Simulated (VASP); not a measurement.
A run of VASP 6.6.1:

The input INCAR:

```
SYSTEM = Cs3BiF6
PREC = Accurate
ENCUT = 520
EDIFF = 1E-7
ISMEAR = 0
SIGMA = 0.01
LREAL = .False.
LASPH = .True.
NELM = 100
ALGO = Normal
ISIF = 2
LWAVE = .False.
LCHARG = .True.
GGA = CA
LELF = .True.
LVHAR = .True.
NBANDS = 53
```

File KPOINTS:

```
Automatic mesh
0
Gamma
  3 3 3
  0 0 0
```

The input POSCAR:

```
Cs3BiF6
1.0
    0.0000000000      4.9151712207      4.9151712207
    4.9151712207      0.0000000000      4.9151712207
    4.9151712207      4.9151712207      0.0000000000
Cs Bi F
3 1 6
Direct
    0.7500000000      0.7500000000      0.7500000000
    0.2500000000      0.2500000000      0.2500000000
    0.5000000000      0.5000000000      0.5000000000
    0.0000000000      0.0000000000      0.0000000000
    0.7737446346      0.2262553654      0.2262553654
    0.2262553654      0.2262553654      0.7737446346
    0.2262553654      0.7737446346      0.7737446346
    0.2262553654      0.7737446346      0.2262553654
    0.7737446346      0.2262553654      0.7737446346
    0.7737446346      0.7737446346      0.2262553654
```

Potentials or basis: VASP PAW LDA potentials, release 64 (Cs_sv, Bi_d, F).

The run is started by

```sh
$ cat potpaw_LDA.64/Cs_sv/POTCAR potpaw_LDA.64/Bi_d/POTCAR potpaw_LDA.64/F/POTCAR > POTCAR
$ mpirun -np 1 vasp_std > vasp.out
```

Hardware: 1 thread of Intel(R) Xeon(R) Platinum 8259CL CPU @ 2.50GHz (Skylake/Cascade Lake), with other jobs on the host.

**Question.** How long does it take, and how much memory?

**Answer.** Run time: 89 s on 1 thread of Intel(R) Xeon(R) Platinum 8259CL CPU @ 2.50GHz (Skylake/Cascade Lake) (shared host), peak memory 0.32 GiB. Counts: scf iterations 16, k points 4.
